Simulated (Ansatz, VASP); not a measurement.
**NaH: VASP beside Ansatz**

The input POSCAR:

```
NaH
1.0
    0.0000000000      2.5969210608      2.5969210608
    2.5969210608      0.0000000000      2.5969210608
    2.5969210608      2.5969210608      0.0000000000
Na H
1 1
Direct
    0.0000000000      0.0000000000      0.0000000000
    0.2500000000      0.2500000000      0.2500000000
```

Contents of INCAR.step1:

```
PREC     = Accurate       # precision mode
ENCUT    = 520            # plane-wave cutoff, eV
EDIFF    = 1E-5           # SCF threshold, eV
ISMEAR   = 0              # smearing method
SIGMA    = 0.01           # smearing width, eV
LREAL    = F              # projectors in reciprocal space
LASPH    = T              # aspherical terms in the spheres
NELM     = 60             # most SCF steps
ALGO     = Normal         # electronic algorithm
ISIF     = 2              # what is computed and relaxed
LWAVE    = T              # write WAVECAR
LCHARG   = F              # write CHGCAR
GGA      = PE             # functional
NBANDS   = 11             # bands
```

File INCAR.step2:

```
PREC     = Accurate       # precision mode
ENCUT    = 520            # plane-wave cutoff, eV
EDIFF    = 1E-7           # SCF threshold, eV
ISMEAR   = 0              # smearing method
SIGMA    = 0.01           # smearing width, eV
LREAL    = F              # projectors in reciprocal space
LASPH    = T              # aspherical terms in the spheres
NELM     = 60             # most SCF steps
ALGO     = Normal         # electronic algorithm
ISIF     = 2              # what is computed and relaxed
LWAVE    = F              # write WAVECAR
LCHARG   = F              # write CHGCAR
METAGGA  = R2SCAN         # meta-GGA
LHFCALC  = T              # exact exchange
AEXX     = 0.1            # exact-exchange fraction
LMIXTAU  = T            
PRECFOCK = Normal       
ISTART   = 1            
NBANDS   = 11             # bands
```

KPOINTS

```
regular mesh
0
Gamma
  6 6 6
```

Input for Ansatz:

```yaml
crystal:
  lattice:
    - [0.0, 2.5969210608, 2.5969210608]
    - [2.5969210608, 0.0, 2.5969210608]
    - [2.5969210608, 2.5969210608, 0.0]
  atoms:
    - { symbol: Na, position: [0.0, 0.0, 0.0] }
    - { symbol: H, position: [0.25, 0.25, 0.25] }
kpoints:
  mp_grid: { grid: [6, 6, 6] }
  band_path:
    path:
      - [0.0, 0.0, 0.0]
      - [-0.5, -0.5, 0.0]
      - [-0.375, -0.375, 0.25]
      - [-0.375, 0.0, 0.375]
      - [0.0, 0.0, 0.5]
      - [-0.5, -0.25, 0.25]
      - [0.25, -0.5, -0.25]
    npoints: 1
hamiltonian:
  xc: r2scanh
scf:
  occupations: { method: fixed }
  n_extra_bands: 4
output:
  forces: true
  stress: true
  eigenvalues: true
```

Alike in both runs: task single point; functional r2SCANh; k mesh 6 × 6 × 6; no spin polarisation.

```csv
,VASP,Ansatz
version,VASP 6.6.1,Ansatz 0.2.0
potentials or method,"VASP PAW PBE potentials, release 64 (Na_pv, H)","plane waves, PAW"
plane-wave cutoff (eV),520,500
occupations,"gaussian, width 0.01 eV",fixed
valence electrons in the cell,8,10
```

Ansatz gave:

- gap on the k mesh at the Fermi level (eV): 4.68
- pressure (GPa): -0.1

Q: Estimate VASP's values.

A: gap on the k mesh at the Fermi level (eV): 4.68; pressure (GPa): -0.2.

VASP's potentials were made for PBE, not for r2SCANh. VASP's potentials hold 8 valence electrons a cell and Ansatz's 10, so a difference there can come from the potentials and not from the codes. Ansatz's warnings: stress exchange threshold loose, stress scf threshold loose.
